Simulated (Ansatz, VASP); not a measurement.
# LiAl32: VASP beside Ansatz

```xyz
33
Lattice="8.1000 0.0000 0.0000 0.0000 8.1000 0.0000 0.0000 0.0000 8.1000" Properties=species:S:1:pos:R:3 pbc="T T T"
Al    4.0314    0.0170    0.0172
Al    6.0754    2.0244   -0.0981
Al    6.0754   -0.0980    2.0245
Al    0.0183    0.0165    0.0167
Al    2.0245    2.0316   -0.3689
Al    4.0387    4.0369    0.0100
Al    6.0749    6.0769   -0.0355
Al    2.0245   -0.3710    2.0309
Al    4.4029    2.0314    2.0308
Al    6.0754    4.1493    2.0244
Al    4.0379    0.0105    4.0363
Al    6.0754    2.0244    4.1492
Al    6.0749   -0.0354    6.0767
Al    0.0111    4.0374    0.0095
Al    2.0250    6.0689   -0.0983
Al   -0.3502    2.0314    2.0307
Al    2.0246    4.3829    2.0305
Al    4.1488    6.0689    2.0245
Al    0.0118    0.0100    4.0368
Al    2.0246    2.0312    4.3849
Al    4.0446    4.0429    4.0431
Al    6.0749    6.0768    4.0863
Al    2.0250   -0.0981    6.0696
Al    4.1488    2.0244    6.0696
Al    6.0749    4.0864    6.0766
Al   -0.0989    6.0689    2.0245
Al    0.0052    4.0434    4.0435
Al    2.0250    6.0688    4.1494
Al   -0.0989    2.0244    6.0695
Al    2.0250    4.1494    6.0695
Al    4.0859    6.0768    6.0766
Al   -0.0360    6.0768    6.0766
Li    2.0269    1.9993    2.0020
```

Alike in both runs: functional PBEsol; k mesh 2 × 2 × 2; occupations fermi-dirac, width 0.1 eV; no spin polarisation.

Ansatz relaxed the structure, and its values are those at the end. VASP's run is a single point on that final structure, the one shown.

|  | VASP | Ansatz |
| --- | --- | --- |
| version | VASP 6.6.1 | Ansatz 0.2.0 |
| potentials or method | VASP PAW PBE potentials, release 64 (Al, Li_sv), cutoff 520 eV | scalar-relativistic, plane waves, PAW |
| valence electrons in the cell | 99 | 99 |

Ansatz gave:

- rms of the force components (eV/Å): 0.007

**Question.** Which values does VASP return?

**Answer.** rms of the force components (eV/Å): 0.006.

VASP's potentials were made for PBE, not for PBEsol. The functional is the same, so the differences come from potentials, cutoffs and numerics.

The k mesh is coarse, so the values compare programs but aren't converged. Noted on VASP's run: the cutoff is short for stress, so the pressure is rough.
